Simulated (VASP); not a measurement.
Here is a VASP 6.6.1 calculation.

The input INCAR:

```
PREC     = Accurate       # precision mode
ENCUT    = 520            # plane-wave cutoff, eV
EDIFF    = 1E-6           # SCF threshold, eV
ISMEAR   = 0              # smearing method
SIGMA    = 0.05           # smearing width, eV
LREAL    = F              # projectors in reciprocal space
LASPH    = T              # aspherical terms in the spheres
NELM     = 150            # most SCF steps
ALGO     = Normal         # electronic algorithm
ISIF     = 2              # what is computed and relaxed
LWAVE    = F              # write WAVECAR
LCHARG   = F              # write CHGCAR
LMAXMIX  = 4              # l up to which the mixer works
LDAU     = T              # DFT+U
LDAUTYPE = 2            
LDAUL    = 2 -1           # shell
LDAUU    = 4 0            # U, eV
LDAUJ    = 0 0          
LDAUPRINT= 1            
GGA      = PE             # functional
NBANDS   = 33             # bands
```

The input KPOINTS:

```
regular mesh
0
Gamma
  8 8 8
```

Contents of POSCAR:

```
TiO2
1.0
   -1.9089353641      1.9089353641      4.8883612609
    1.9089353641     -1.9089353641      4.8883612609
    1.9089353641      1.9089353641     -4.8883612609
Ti O
2 4
Direct
    0.0000000000      0.0000000000      0.0000000000
    0.7500000000      0.2500000000      0.5000000000
    0.1842489093      0.1842489093     -0.0302446212
    0.9552765759      0.4552765759      0.5000000000
    0.5447234241      0.0447234241      0.5000000000
    0.7947234241      0.7947234241      0.0000000000
```

Potentials or basis: VASP PAW PBE potentials, release 64 (Ti_sv, O).

Command:

```bash
$ cat potpaw_PBE.64/Ti_sv/POTCAR potpaw_PBE.64/O/POTCAR > POTCAR
$ mpirun -np 1 vasp_std > vasp.out
```

**Question.** Predict the largest force.

**Answer.** 1.426 eV/Å.

**Question.** Estimate the pressure.

**Answer.** 5.3 GPa.

Stress tensor (GPa, compression positive):
```
 4.52 -0.05 -0.30
-0.05  5.01  0.88
-0.30  0.88  6.39
```

Caveat: the cell differs from its parent crystal (atom 3 (O) moved -0.100 Å along Cartesian [1 1 1]); the cell stands under pressure; forces of over 1 eV/Å act on the atoms, so gaps and moduli don't describe the material at rest.
